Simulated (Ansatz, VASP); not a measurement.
## Two plane-wave programs on AlSiCl

Contents of POSCAR:

```
AlSiCl
1.0
    3.8201950000      0.0000000000      0.0000000000
    0.0000000000      3.8096420000      0.0000000000
    0.0000000000      0.0000000000      8.0941710000
Al Si Cl
2 2 2
Direct
    0.0000000000      0.5000000000      0.0700000000
    0.5000000000      0.0000000000      0.9300000000
    0.0000000000      0.0000000000      0.9400000000
    0.5000000000      0.5000000000      0.0600000000
    0.0000000000      0.0000000000      0.3000000000
    0.5000000000      0.5000000000      0.7000000000
```

INCAR.step1

```
SYSTEM = AlSiCl
PREC     = Accurate       ! precision mode
ENCUT    = 520            ! plane-wave cutoff, eV
ISMEAR   = -1             ! smearing method
SIGMA    = 0.1            ! smearing width, eV
LREAL    = .False.        ! projectors in reciprocal space
LASPH    = .True.         ! aspherical terms in the spheres
NELM     = 60             ! most SCF steps
NBANDS   = 23             ! bands
GGA      = PE             ! functional
ALGO     = Normal         ! electronic algorithm
EDIFF    = 1E-4           ! SCF threshold, eV
LWAVE    = .True.         ! write WAVECAR
LCHARG   = .False.        ! write CHGCAR
```

File INCAR.step2:

```
SYSTEM = AlSiCl
PREC     = Accurate       ! precision mode
ENCUT    = 520            ! plane-wave cutoff, eV
EDIFF    = 1E-7           ! SCF threshold, eV
ISMEAR   = -1             ! smearing method
SIGMA    = 0.1            ! smearing width, eV
LREAL    = .False.        ! projectors in reciprocal space
LASPH    = .True.         ! aspherical terms in the spheres
NELM     = 60             ! most SCF steps
ALGO     = Normal         ! electronic algorithm
ISIF     = 2              ! what is computed and relaxed
LWAVE    = .False.        ! write WAVECAR
LCHARG   = .True.         ! write CHGCAR
METAGGA  = R2SCAN         ! meta-GGA
LMIXTAU  = .True.       
LELF     = .True.         ! ELF
LVHAR    = .True.       
NBANDS   = 23             ! bands
ISTART   = 1
```

The input KPOINTS:

```
regular mesh
0
Gamma
  9 9 4
  0 0 0
```

Input for Ansatz:

```yaml
crystal:
  lattice:
    - [3.820195, 0.0, 0.0]
    - [0.0, 3.809642, 0.0]
    - [0.0, 0.0, 8.094171]
  atoms:
    - { symbol: Al, position: [0.0, 0.5, 0.07] }
    - { symbol: Al, position: [0.5, 0.0, 0.93] }
    - { symbol: Si, position: [0.0, 0.0, 0.94] }
    - { symbol: Si, position: [0.5, 0.5, 0.06] }
    - { symbol: Cl, position: [0.0, 0.0, 0.3] }
    - { symbol: Cl, position: [0.5, 0.5, 0.7] }
  symmetry: { tolerance: 0.0003 }
kpoints:
  mp_grid: { grid: [9, 9, 4], shift: [0, 0, 0] }
  band_path:
    path:
      - [0.0, 0.0, 0.0]
      - [0.0, 0.5, 0.0]
      - [-0.5, 0.5, 0.0]
      - [-0.5, 0.0, 0.0]
      - [0.0, 0.0, 0.0]
      - [0.0, 0.0, 0.5]
      - [0.0, 0.5, 0.5]
      - [-0.5, 0.5, 0.5]
      - [-0.5, 0.0, 0.5]
      - [0.0, 0.0, 0.5]
      - [0.0, 0.5, 0.0]
    npoints: 6
magnetization:
  spin_polarized: false
scf:
  occupations: { method: fermi_dirac }
  lower_state_search: "off"
  max_iter: 200
hamiltonian:
  pseudopotentials: { kind: paw }
  xc: r2scan
basis:
  ecutwfc: 500
  fft_grid_basis: typed
output:
  forces: true
  stress: true
  eigenvalues: true
  bader: true
  populations: true
  elf: true
  write_potential: true
  volumetric_format: npy
  dos:
    e_range: [-12, 8]
    de: 0.05
    projected: { site_lists: { Al: [Al], Cl: [Cl], Si: [Si] } }
checkpoint:
  read: saved_state
```

Alike in both runs: task single point; functional r2SCAN; k mesh 9 × 9 × 4; no spin polarisation.

|  | VASP | Ansatz |
| --- | --- | --- |
| version | VASP 6.6.1 | Ansatz 0.2.0 |
| potentials or method | VASP PAW PBE potentials, release 64 (Al, Si, Cl), cutoff 520 eV | PAW plane waves |
| occupations | fermi-dirac, width 0.1 eV | fermi-dirac |
| valence electrons in the cell | 28 | 28 |

```tsv
	VASP	Ansatz	Ansatz less VASP
rms of the force components (eV/Å)	2.350	2.350	+0.0006
```

VASP's potentials were made for PBE, not for r2SCAN. Atom by atom the forces differ by 0.005 eV/Å (rms over components).
